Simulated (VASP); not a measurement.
Set up this calculation in VASP 6.6.1, as the native input.

```
Task                   : relaxation of cell and atoms
Functional             : PBE
Potentials or basis    : VASP PAW PBE potentials, release 64 (Li_sv, B, C)
Cutoff                 : 600 eV
k mesh                 : 8 × 8 × 8
Occupations            : gaussian, width 0.1 eV
Spin                   : no spin polarisation
Dipole correction      : no
Further INCAR settings : ALGO = Normal; EDIFF = 1e-06; IBRION = 2; EDIFFG = -0.04; NSW = 90; ISIF = 3
```

The structure of LiBC3 lies in POSCAR:

```
LiBC3
1.0
   -1.6057648774      1.6057648774      3.9165563863
    1.6057648774     -1.6057648774      3.9165563863
    1.6057648774      1.6057648774     -3.9165563863
Li B C
1 1 3
Direct
    0.1336000000      0.1336000000      0.0000000000
    0.5204000000      0.5204000000      0.0000000000
    0.8827000000      0.3827000000      0.5000000000
    0.3827000000      0.8827000000      0.5000000000
    0.7515000000      0.7515000000      0.0000000000
```

The input as run:

INCAR

```
SYSTEM = LiBC3
  ALGO = Normal
  EDIFF = 1E-6
  EDIFFG = -0.04
  ENCUT = 600
  GGA = PE
  IBRION = 2
  ISIF = 3
  ISMEAR = 0
  LASPH = .True.
  LCHARG = .False.
  LREAL = .False.
  LWAVE = .False.
  NELM = 80
  NSW = 90
  PREC = Accurate
  SIGMA = 0.1
```

KPOINTS

```
k-points
0
Gamma
  8 8 8
  0 0 0
```

Potentials or basis: VASP PAW PBE potentials, release 64 (Li_sv, B, C).

The run is started by

```sh
$ cat potpaw_PBE.64/Li_sv/POTCAR potpaw_PBE.64/B/POTCAR potpaw_PBE.64/C/POTCAR > POTCAR
$ mpirun -np 1 vasp_std > vasp.out
```

Results of the run:

The relaxed volume is 6.52 Å³/atom, the relaxed cell is a = 3.949 Å, b = 3.949 Å, c = 3.949 Å, α = 132.72°, β = 132.72°, γ = 69.09° and the space group after relaxing (to 0.05 Å) is I4mm (No. 107). The energy gained by relaxing is 462.9 meV/atom, the ionic steps are 8 and the pressure after relaxing is 0.0 GPa. The largest force after relaxing is 0.014 eV/Å and the band gap on the k mesh is zero (band 9 reaches 12.32 eV, above the bottom of band 10 at 6.81 eV).

Caveat: the cutoff is under 1.25 times the usual one of these potentials, so pressure, stress and relaxed cells hold a basis-set (Pulay) error; the volume moved by over 15 % at a fixed basis, so the end points are rough.

It took 6.3 min on 1 thread of Oxide Virtual Turin-like Processor, on a shared host, peak memory 0.19 GiB.
